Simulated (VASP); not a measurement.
Set up this calculation in VASP 6.6.1, as the native input.

| Property | Result |
| --- | --- |
| Task | single point |
| Functional | PBE |
| Dispersion | D3(BJ) |
| Potentials or basis | VASP PAW PBE potentials, release 64 (Al) |
| Cutoff | 520 eV |
| k mesh | 18 × 18 × 4 |
| Occupations | gaussian, width 0.15 eV |
| Spin | no spin polarisation |
| Dipole correction | no |
| Further INCAR settings | ALGO = Normal; EDIFF = 1e-06; NBANDS = 14 |

The structure of Al lies in POSCAR:

```
Al
1.0
    2.8144222650      0.0000000000      0.0000000000
   -1.4072111325      2.4373611785      0.0000000000
    0.0000000000      0.0000000000      9.2410470710
Al
4
Direct
    0.0000000000      0.0000000000      0.0000000000
    0.3333333333      0.6666666667      0.2500000000
    0.0000000000      0.0000000000      0.5000000000
    0.6666666667      0.3333333333      0.7500000000
```

One way to write it, as run:

INCAR

```
ALGO = Normal ; EDIFF = 1E-6
ENCUT = 520 ; GGA = PE
ISIF = 2 ; ISMEAR = 0
IVDW = 12 ; LASPH = T
LCHARG = F ; LREAL = F
LWAVE = F ; NBANDS = 14
NELM = 80 ; PREC = Accurate
SIGMA = 0.15
```

KPOINTS

```
k-points
0
Gamma
  18 18 4
```

Potentials or basis: VASP PAW PBE potentials, release 64 (Al).

The run is started by

```bash
$ cat potpaw_PBE.64/Al/POTCAR > POTCAR
$ mpirun -np 1 vasp_std > vasp.out
```

Results of the run:

The pressure is 0.0 GPa and the band gap on the k mesh is zero (band 6 reaches 12.36 eV, above the bottom of band 7 at 6.85 eV). The dispersion energy per atom is -0.351 eV.

Caveat: pairwise dispersion overbinds metals, which lowers pressure and volume.

It took 2 min on 1 thread of AMD EPYC 7R13, on a shared host, peak memory 0.2 GiB.
